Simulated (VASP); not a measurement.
Crystal: Mo.

```
Mo
1.0
    -1.34642    1.34642    2.22233
     1.34642   -1.34642    2.22233
     1.34642    1.34642   -2.22233
Mo
1
Direct
  0.00000 0.00000 0.00000
```

- Program: VASP 6.6.1
- Task: relaxation of cell and atoms
- Functional: PBE
- Potentials or basis: VASP PAW PBE potentials, release 64 (Mo_sv)
- Cutoff: 600 eV
- k mesh: 22 × 22 × 22
- Occupations: gaussian, width 0.1 eV
- Spin: no spin polarisation

At the start: pressure -0.2 GPa; volume 16.11 Å³/atom.

Q: How do energy, volume and symmetry change on relaxing?

A: Over 9 steps the energy falls by 19.4 meV/atom and the volume is 16.17 Å³/atom (+0.3 %); space group I4/mmm (No. 139, to 0.05 Å).

Step by step:
```csv
step,energy change (eV),largest force (eV/Å),pressure (GPa),volume (Å³)
1,0.0000,0.0000,-0.23,16.11
2,-0.0120,0.0000,1.04,16.06
3,0.0162,0.0000,7.29,15.82
4,-0.0172,0.0000,2.15,16.01
5,-0.0178,0.0000,2.73,15.98
6,-0.0124,0.0000,-4.08,16.48
7,-0.0191,0.0000,0.52,16.13
8,-0.0193,0.0000,-0.24,16.18
9,-0.0194,0.0000,-0.06,16.17
```

Final structure:
```
Mo
1.0
    -1.31815    1.31815    2.32596
     1.31815   -1.31815    2.32596
     1.31815    1.31815   -2.32596
Mo
1
Cartesian
  0.0000 0.0000 0.0000
```
